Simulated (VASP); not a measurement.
Here is a VASP 6.6.1 calculation.

The input INCAR:

```
  PREC = Accurate
  ENCUT = 420
  EDIFF = 1E-6
  ISMEAR = -1
  SIGMA = 0.2482
  LREAL = Auto
  LASPH = T
  NELM = 120
  ALGO = Normal
  ISIF = 2
  LWAVE = F
  LCHARG = F
  GGA = PE
  NBANDS = 66
  ISYM = -1
  GGA_COMPAT = F
```

KPOINTS

```
explicit points
1
Reciprocal
  0.25000000   0.25000000   0.25000000 1
```

The input POSCAR:

```
B14As11
1.0
    7.1768880000     -0.1572900000      0.0453350000
   -0.1572900000      7.2646500000      0.0165920000
    0.0453350000      0.0165920000      7.6326130000
B As
14 11
Direct
    0.6300317401      0.7706242761      0.1659260483
    0.8299994036      0.1982302603      0.8251655024
    0.8697629553      0.2006101436      0.0249840746
    0.0029731772      0.0151259455      0.2307709354
    0.8116467536      0.8885076164      0.1814164921
    0.4497903116      1.0412816431      0.0385022549
    0.3787036008      0.8977913568      0.8808045578
    0.6094455598      0.9430457655      0.8826104206
    0.5076846959      0.3990316681      0.6992718458
    0.5121445735      0.4625038985      0.9121428089
    0.4759110066      0.7531277556      0.0004515726
    0.7924607103      0.7790218366      0.4082184258
    0.6846598590      0.0123815559      0.0612632280
    0.6703664000      0.6186946199      0.9752929381
    0.8970549732      0.7914129585      0.6423353167
    0.1626213457      0.6036532217      0.9726575613
    0.8470778414      0.4776843889      0.1877397671
    0.2415143658      0.8653688710      0.5834634542
    0.6484117332      0.1193578535      0.6702417466
    0.0823299728     -0.0131365281     -0.0447830210
    0.4939845042      0.2524626057      0.2136182396
    0.2660107349      0.2933435159      0.8211701874
    0.5064772570      0.7066387569      0.4458511526
    0.7449764881      0.4804953625      0.7284062629
    0.1476392007      0.1595878816      0.4014022321
```

Potentials or basis: VASP PAW PBE potentials, release 64 (B, As).

Launch:

```bash
$ cat potpaw_PBE.64/B/POTCAR potpaw_PBE.64/As/POTCAR > POTCAR
$ mpirun -np 1 vasp_std > vasp.out
```

Estimate the band gap on the k mesh.

zero (an odd number of electrons rules out a gap without spin polarisation).

What does it give for the pressure?

3.8 GPa.

Predict the largest force.

5.622 eV/Å.

Forces on the atoms (eV/Å):
```
B   -1.938 -0.792  0.051
B    1.499  1.536  0.868
B    0.269  0.299  2.758
B   -0.682 -0.132 -1.871
B    4.205  0.814  3.641
B    0.496 -0.202 -0.475
B   -2.425  1.171 -1.927
B   -2.272 -0.258 -1.942
B   -4.433 -2.250 -0.933
B   -0.835  0.227  1.306
B    0.406 -2.883  0.377
B   -1.141  0.411 -1.902
B    1.197  2.044  1.653
B   -0.278 -0.777  1.824
As   0.535  0.476  0.205
As   0.220 -0.104  0.261
As   0.388 -0.488 -1.267
As   0.603  0.783  0.646
As  -1.689 -1.525 -3.263
As  -0.313 -0.520  0.343
As  -0.858 -0.527 -0.388
As   0.346  1.759 -0.375
As   0.413 -1.363 -0.964
As   5.198  1.839  1.063
As   1.092  0.459  0.310
```

Caveat: the atoms stand as in a frame of molecular dynamics.
